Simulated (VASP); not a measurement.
Write the native input for VASP 6.6.1 that does the following.

| Item | Value |
| --- | --- |
| Task | single point |
| Functional | PBE |
| Potentials or basis | VASP PAW PBE potentials, release 64 (Ru_pv) |
| Cutoff | 520 eV |
| k mesh | 20 × 20 × 11 |
| Occupations | fermi-dirac, width 0.05 eV |
| Spin | no spin polarisation |
| Dipole correction | no |
| Further INCAR settings | ALGO = Normal; EDIFF = 1e-07; NBANDS = 21 |

The structure of Ru lies in POSCAR:

```
Ru
1.0
    2.6692306523      0.0000000000      0.0000000000
   -1.3346153262      2.3116215535      0.0000000000
    0.0000000000      0.0000000000      4.2240293924
Ru
2
Direct
    0.3333333333      0.6666666667      0.2500000000
    0.6666666667      0.3333333333      0.7500000000
```

This cell differs from its parent crystal: volume scaled by 0.96, then relaxed in part.

One way to write it, as run:

INCAR

```
PREC = Accurate
ENCUT = 520
EDIFF = 1E-7
ISMEAR = -1
SIGMA = 0.05
LREAL = F
LASPH = T
NELM = 100
ALGO = Normal
ISIF = 2
LWAVE = F
LCHARG = F
GGA = PE
NBANDS = 21
```

KPOINTS

```
Automatic mesh
0
Gamma
  20 20 11
```

Potentials or basis: VASP PAW PBE potentials, release 64 (Ru_pv).

Launch:

```bash
$ cat potpaw_PBE.64/Ru_pv/POTCAR > POTCAR
$ mpirun -np 1 vasp_std > vasp.out
```

Results of the run:

- Pressure: 19.5 GPa
- Band gap on the k mesh: zero (band 14 reaches 15.33 eV, above the bottom of band 15 at 11.88 eV)

Run time: 57 s on 1 thread of Intel(R) Xeon(R) 6975P-C (Granite Rapids), on a shared host, peak memory 0.22 GiB.
